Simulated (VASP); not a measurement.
# Ti (I4/mmm) in VASP: a series of runs

The runs below take Ti through single point, with PBE.

Program: VASP 6.6.1. These are calculated values, not measurements. Logs are shortened: lines on timing, memory, paths and dates and some standing lists are left out, and cuts for length are marked.

## Step 1: The cell of the first run

It takes space group I4/mmm (No. 139, tetragonal). The conventional cell has a = 3.096 Å, b = 3.096 Å, c = 4.175 Å, α = 90.00°, β = 90.00°, γ = 90.00°. Within 4.0 Å of Ti (site symmetry 4/mmm) lie 12 Ti at 3.02 to 3.10 Å.

## Step 2: Single point, PBE (20.01 Å³/atom)

INCAR

```
PREC     = Accurate       # precision mode
ENCUT    = 520            # plane-wave cutoff, eV
EDIFF    = 1E-6           # SCF threshold, eV
ISMEAR   = 0              # smearing method
SIGMA    = 0.15           # smearing width, eV
LREAL    = F              # projectors in reciprocal space
LASPH    = T              # aspherical terms in the spheres
NELM     = 60             # most SCF steps
ALGO     = Fast           # electronic algorithm
ISIF     = 2              # what is computed and relaxed
LWAVE    = F              # write WAVECAR
LCHARG   = F              # write CHGCAR
GGA      = PE             # functional
NBANDS   = 12             # bands
```

KPOINTS

```
Automatic mesh
0
Gamma
  22 22 22
```

POSCAR

```
Ti
1.0
   -1.5479885558      1.5479885558      2.0873077687
    1.5479885558     -1.5479885558      2.0873077687
    1.5479885558      1.5479885558     -2.0873077687
Ti
1
Direct
    0.0000000000      0.0000000000      0.0000000000
```

Potentials or basis: VASP PAW PBE potentials, release 64 (Ti_sv).

Command:

```sh
$ cat potpaw_PBE.64/Ti_sv/POTCAR > POTCAR
$ mpirun -np 1 vasp_std > vasp.out
```

OUTCAR:

```text
PREC = Accurate
   ENCUT = 520
   EDIFF = 1E-6
   ISMEAR = 0
   LREAL = F
   LASPH = T
   NELM = 60
   ISIF = 2
   GGA = PE

 ion  position               nearest neighbor table
   1  0.000  0.000  0.000-

  LATTYP: Found a body centered tetragonal cell.
 ALAT       =     3.0959771116
 C/A-ratio  =     1.3484000000

  Lattice vectors:

 A1 = (  -1.5479885558,   1.5479885558,   2.0873077687)
 A2 = (   1.5479885558,  -1.5479885558,   2.0873077687)
 A3 = (   1.5479885558,   1.5479885558,  -2.0873077687)

Analysis of symmetry for initial positions (statically):
=====================================================================
 Subroutine PRICEL returns:
 Original cell was already a primitive cell.

 Routine SETGRP: Setting up the symmetry group for a
 body centered tetragonal supercell.

 Subroutine GETGRP returns: Found 16 space group operations
 (whereof 16 operations were pure point group operations)
 out of a pool of 16 trial point group operations.

The static configuration has the point symmetry D_4h.

Analysis of symmetry for dynamics (positions and initial velocities):
=====================================================================
 Subroutine PRICEL returns:
 Original cell was already a primitive cell.

 Routine SETGRP: Setting up the symmetry group for a
 body centered tetragonal supercell.

 Subroutine GETGRP returns: Found 16 space group operations
 (whereof 16 operations were pure point group operations)
 out of a pool of 16 trial point group operations.

The dynamic configuration has the point symmetry D_4h.

 Subroutine INISYM returns: Found 16 space group operations
 (whereof 16 operations are pure point group operations),
 and found     1 'primitive' translations

----------------------------------------------------------------------------------------

                                     Primitive cell

  volume of cell :      20.0070

  direct lattice vectors                    reciprocal lattice vectors
    -1.547988556  1.547988556  2.087307769     0.000000000  0.322999804  0.239543017
     1.547988556 -1.547988556  2.087307769     0.322999804  0.000000000  0.239543017
     1.547988556  1.547988556 -2.087307769     0.322999804  0.322999804  0.000000000

  length of vectors
     3.024796003  3.024796003  3.024796003     0.402131484  0.402131484  0.456790703

  position of ions in fractional coordinates (direct lattice)
     0.000000000  0.000000000  0.000000000

  ion indices of the primitive-cell ions
   primitive index   ion index
                 1           1

----------------------------------------------------------------------------------------

 KPOINTS: Automatic mesh

Automatic generation of k-mesh.
 Grid dimensions read from file:
 generate k-points for:   22   22   22

 Generating k-lattice:

  Cartesian coordinates                     Fractional coordinates (reciprocal lattice)
     0.000000000  0.014681809  0.010888319     0.045454545 -0.000000000  0.000000000
     0.014681809  0.000000000  0.010888319    -0.000000000  0.045454545  0.000000000
     0.014681809  0.014681809  0.000000000     0.000000000  0.000000000  0.045454545

  Length of vectors
     0.018278704  0.018278704  0.020763214

  Shift w.r.t. Gamma in fractional coordinates (k-lattice)
     0.000000000  0.000000000  0.000000000

 Subroutine IBZKPT returns following result:
 ===========================================

 Found    834 irreducible k-points:

 Following reciprocal coordinates:
            Coordinates               Weight
  0.000000  0.000000  0.000000      1.000000
  0.045455  0.000000  0.000000      8.000000
  0.090909  0.000000  0.000000      8.000000
  0.136364  0.000000 -0.000000      8.000000
  0.181818  0.000000  0.000000      8.000000
  0.227273  0.000000 -0.000000      8.000000
[... 16 lines left out ...]
  0.500000  0.045455  0.000000     16.000000
 -0.454545  0.045455  0.000000     16.000000
 [... further k-points ...]
   k-points           NKPTS =    834   k-points in BZ     NKDIM =    834   number of bands    NBANDS=     12
   number of dos      NEDOS =    301   number of ions     NIONS =      1
   total plane-waves  NPLWV =  13824
   dimension x,y,z NGX =    24 NGY =   24 NGZ =   24
   dimension x,y,z NGXF=    48 NGYF=   48 NGZF=   48
   ions per type =               1
   NGX,Y,Z   is equivalent  to a cutoff of  13.19, 13.19, 13.19 a.u.
   NGXF,Y,Z  is equivalent  to a cutoff of  26.38, 26.38, 26.38 a.u.
 SYSTEM =  unknown system
   PREC   = accura    normal or accurate (medium, high low for compatibility)
   ISTART =      0    job   : 0-new  1-cont  2-samecut
   ICHARG =      2    charge: 1-file 2-atom 10-const
   ISPIN  =      1    spin polarized calculation?
   LNONCOLLINEAR =      F non collinear calculations
   LSORBIT =      F    spin-orbit coupling
   LASPH  =      T    aspherical Exc in radial PAW
   ENCUT  =  520.0 eV  38.22 Ry    6.18 a.u.   5.62  5.62  5.62*2*pi/ulx,y,z
   NELM   =     60;   NELMIN=  2; NELMDL= -5     # of ELM steps
   EDIFF  = 0.1E-05   stopping-criterion for ELM
   LREAL  =      F    real-space projection
   EDIFFG = 0.1E-04   stopping-criterion for IOM
   NSW    =      0    number of steps for IOM
   IBRION =     -1    ionic relax: 0-MD 1-quasi-New 2-CG
   NFREE  =      0    steps in history (QN), initial steepest desc. (CG)
   ISIF   =      2    stress and relaxation
   ISYM   =      2    0-nonsym 1-usesym 2-fastsym
   POTIM  = 0.5000    time-step for ionic-motion
   TEBEG  =    0.0;   TEEND  =   0.0 temperature during run
   PSTRESS=    0.0 pullay stress
   NELECT =      12.0000    total number of electrons
   NUPDOWN=      -1.0000    fix difference up-down
   EMIN   =  10.00;   EMAX   =-10.00  energy-range for DOS
   EFERMI =   0.00;   METHOD = LEGACY
   ISMEAR =     0;   SIGMA  =   0.15  broadening in eV -4-tet -1-fermi 0-gaus
   EFERMI_NEDOS =   21; number of points for ismear=-14 and -15
   IALGO  =     68    algorithm
   IMIX   =      4    mixing-type and parameters
     AMIX     =   0.40;   BMIX     =  1.00
     AMIX_MAG =   1.60;   BMIX_MAG =  1.00
  volume/ion in A,a.u.               =      20.01       135.01
  Fermi-wavevector in a.u.,A,eV,Ry     =   1.380621  2.608996 25.934274  1.906115
  Thomas-Fermi vector in A             =   2.505481
   LORBIT       =      0    0 simple, 1 ext, 2 COOP (PROOUT), +10 PAW based schemes
   GGA     = PE    functional components
   LHFCALC =     F    Hartree Fock is set to
   AEXX    =    0.0000 exact exchange contribution
   IVDW    =     0    specifies the selected vdW correction
   LEPSILON=     F    determine dielectric tensor
   LRPA    =     F    only Hartree local field effects (RPA)
 non-spin polarized calculation
 RMM-DIIS sequential band-by-band and
 Gauss-broadening in eV      SIGMA  =   0.15
  energy-cutoff  :      520.00
  volume of cell :       20.01
 maximum number of plane-waves:       554
   NGX = 11   NGY = 11   NGZ = 11

 number of electron      12.0000001 magnetization

 Free energy of the ion-electron system (eV)
  ---------------------------------------------------
  ext. energy  EPLUGINS =         0.00000000
  ---------------------------------------------------
  free energy    TOTEN  =        -7.67627014 eV

  energy without entropy =       -7.65256449  energy(sigma->0) =       -7.66441731

 E-fermi :   6.7948     XC(G=0): -10.8502

 val. band max:        6.7925259592   @ k =  -0.0909   0.4091   0.0909
 cond. band min:       6.7952981762   @ k =   0.3636   0.0000   0.0000
 fundamental gap:      0.0027722170
 Fermi energy:         6.7947999492

 k-point     1 :       0.0000    0.0000    0.0000
  band No.  band energies     occupation
      1     -50.1676      2.00000
      2     -26.1572      2.00000
      3     -26.1572      2.00000
      4     -26.1503      2.00000
      5       1.0707      2.00000
      6       7.4815      0.00000
      7       7.4815      0.00000
      8       7.7830      0.00000
      9       8.7336      0.00000
     10       9.0725      0.00000
     11      21.3007      0.00000
     12      24.7838      0.00000

 k-point     2 :       0.0455    0.0000    0.0000
  band No.  band energies     occupation
      1     -50.1663      2.00000
      2     -26.1643      2.00000
      3     -26.1586      2.00000
      4     -26.1527      2.00000
      5       1.1297      2.00000
      6       7.4671      0.00000
      7       7.5016      0.00000
      8       7.7837      0.00000
      9       8.7240      0.00000
     10       9.0575      0.00000
     11      21.3277      0.00000
     12      24.3717      0.00000

 k-point     3 :       0.0909    0.0000    0.0000
  band No.  band energies     occupation
      1     -50.1623      2.00000
      2     -26.1888      2.00000
      3     -26.1627      2.00000
      4     -26.1559      2.00000
      5       1.3047      2.00000
      6       7.4067      0.00000
      7       7.5556      0.00000
      8       7.8043      0.00000
      9       8.7025      0.00000
     10       9.0179      0.00000
     11      21.3477      0.00000
     12      23.3632      0.00000

 k-point     4 :       0.1364    0.0000   -0.0000
  band No.  band energies     occupation
      1     -50.1560      2.00000
      2     -26.2281      2.00000
      3     -26.1692      2.00000
      4     -26.1599      2.00000
      5       1.5891      2.00000
      6       7.2878      0.00000
      7       7.6228      0.00000
      8       7.8582      0.00000
      9       8.6920      0.00000
     10       8.9712      0.00000
     11      21.0584      0.00000
     12      22.4787      0.00000

 k-point     5 :       0.1818    0.0000    0.0000
  band No.  band energies     occupation
      1     -50.1480      2.00000
      2     -26.2785      2.00000
      3     -26.1775      2.00000
      4     -26.1649      2.00000
      5       1.9711      2.00000
      6       7.1320      0.00148
      7       7.6690      0.00000
      8       7.9197      0.00000
      9       8.7291      0.00000
     10       8.9474      0.00000
     11      20.1068      0.00000
     12      22.1472      0.00000
[... 228 lines left out ...]
      1     -50.1032      2.00000
      2     -26.5462      2.00000
      3     -26.2283      2.00000
      4     -26.1930      2.00000
      5       4.3930      2.00000
      6       6.9281      0.20869
      7       7.3520      0.00000
      8       7.7275      0.00000
      9       9.5620      0.00000
     10       9.8560      0.00000
     11      14.2022      0.00000
     12      20.5717      0.00000

 k-point    22 :       0.4545    0.0455    0.0000
  band No.  band energies     occupation
      1     -50.1002      2.00000
      2     -26.5642      2.00000
      3     -26.2306      2.00000
      4     -26.1960      2.00000
      5       4.5373      2.00000
      6       7.0492      0.01648
      7       7.3356      0.00000
      8       7.6979      0.00000
      9       9.6787      0.00000
     10       9.9367      0.00000
     11      13.6932      0.00000
     12      20.4583      0.00000

 k-point    23 :       0.5000    0.0455    0.0000
  band No.  band energies     occupation
      1     -50.0998      2.00000
      2     -26.5664      2.00000
      3     -26.2301      2.00000
      4     -26.1972      2.00000
      5       4.5542      2.00000
      6       7.0601      0.01236
      7       7.3378      0.00000
      8       7.6994      0.00000
      9       9.7223      0.00000
     10       9.9191      0.00000
     11      13.6235      0.00000
     12      20.4536      0.00000

 k-point    24 :      -0.4545    0.0455    0.0000
  band No.  band energies     occupation
      1     -50.1021      2.00000
      2     -26.5525      2.00000
      3     -26.2269      2.00000
      4     -26.1967      2.00000
      5       4.4479      2.00000
      6       6.9622      0.11452
      7       7.3437      0.00000
      8       7.7243      0.00000
      9       9.6835      0.00000
     10       9.8085      0.00000
     11      14.0125      0.00000
     12      20.5601      0.00000

 [... further k-points ...]

------------------------ aborting loop because EDIFF is reached ----------------------------------------

  FORCE on cell =-STRESS in cart. coord.  units (eV):
  Direction    XX          YY          ZZ          XY          YZ          ZX
  --------------------------------------------------------------------------------------
  -------------------------------------------------------------------------------------
  Total       -1.5366735     -1.5366735     -1.3535607      0.0000000      0.0000000      0.0000000
  in kB     -123.0581029   -123.0581029   -108.3942767      0.0000000      0.0000000      0.0000000
  external PRESSURE =    -118.1701608 kB  Pullay stress =       0.0000000 kB

 VOLUME and BASIS-vectors are now :
 -----------------------------------------------------------------------------
  energy-cutoff  :      520.00
  volume of cell :       20.01
      direct lattice vectors                 reciprocal lattice vectors
    -1.547988556  1.547988556  2.087307769     0.000000000  0.322999804  0.239543017
     1.547988556 -1.547988556  2.087307769     0.322999804  0.000000000  0.239543017
     1.547988556  1.547988556 -2.087307769     0.322999804  0.322999804  0.000000000

 POSITION                                       TOTAL-FORCE (eV/Angst)
 -----------------------------------------------------------------------------------
      0.00000      0.00000      0.00000        -0.000000     -0.000000      0.000000
 -----------------------------------------------------------------------------------
    total drift:                                0.000000      0.000000     -0.000000

  FREE ENERGIE OF THE ION-ELECTRON SYSTEM (eV)
  ---------------------------------------------------
  free  energy   TOTEN  =        -7.6762701357 eV

  energy  without entropy=       -7.6525644913  energy(sigma->0) =       -7.66441731
```

Run time: 89 s. Hardware: 1 thread of Intel Xeon 6975P-C (Granite Rapids), shared host; peak memory 0.3 GiB.

Results:

```yaml
Free_energy: -7.6763 eV
Pressure: -11.8 GPa
Band_gap_on_the_k_mesh: zero (bands 6 and 7 overlap by 1.18 eV)
```

Stress tensor (GPa, compression positive):
```
-12.31   0.00   0.00
  0.00 -12.31   0.00
  0.00   0.00 -10.84
```

Caveat: the cell stands under tension.

## Step 3: Single point, PBE (20.01 Å³/atom)

Edit INCAR of step 2 so:

```diff
@@ -2,3 +2,3 @@
 ENCUT    = 520            # plane-wave cutoff, eV
-EDIFF    = 1E-6           # SCF threshold, eV
+EDIFF    = 1E-7           # SCF threshold, eV
 ISMEAR   = 0              # smearing method
@@ -7,3 +7,3 @@
 LASPH    = T              # aspherical terms in the spheres
-NELM     = 60             # most SCF steps
+NELM     = 80             # most SCF steps
 ALGO     = Fast           # electronic algorithm
```

KPOINTS is that of step 2.

POSCAR

```
Ti
1.0
   -1.6270653055      1.6270653055      1.8893482327
    1.6270653055     -1.6270653055      1.8893482327
    1.6270653055      1.6270653055     -1.8893482327
Ti
1
Direct
    0.0000000000      0.0000000000      0.0000000000
```

Potentials or basis: VASP PAW PBE potentials, release 64 (Ti_sv).

Command:

```sh
$ cat potpaw_PBE.64/Ti_sv/POTCAR > POTCAR
$ mpirun -np 1 vasp_std > vasp.out
```

Wall time 1.9 min (1 thread of Intel Xeon 6975P-C (Granite Rapids), shared host); peak memory 0.3 GiB.

The run converged. Its results:

| Quantity | Value |
| --- | --- |
| Free energy | -7.6424 eV |
| Pressure | -11.9 GPa |
| Band gap on the k mesh | zero (bands 6 and 7 overlap by 1.37 eV) |

Stress tensor (GPa, compression positive):
```
-12.95   0.00   0.00
  0.00 -12.95   0.00
  0.00   0.00  -9.87
```

Levels at points of the mesh, in eV from the Fermi level:
```csv
k point,band 4,band 5,band 6,band 7,band 8,band 9
"(0.00, 0.00, 0.00)",-32.87,-5.66,0.63,0.63,1.40,1.69
"(0.50, 0.00, 0.00)",-32.89,-2.21,0.07,0.53,1.59,2.69
"(0.50, 0.50, 0.00)",-32.93,-2.13,-0.94,1.38,2.78,2.81
"(0.50, 0.50, 0.50)",-33.13,-1.89,-1.56,3.08,3.26,3.26
```

Caveat: the cell stands under tension.
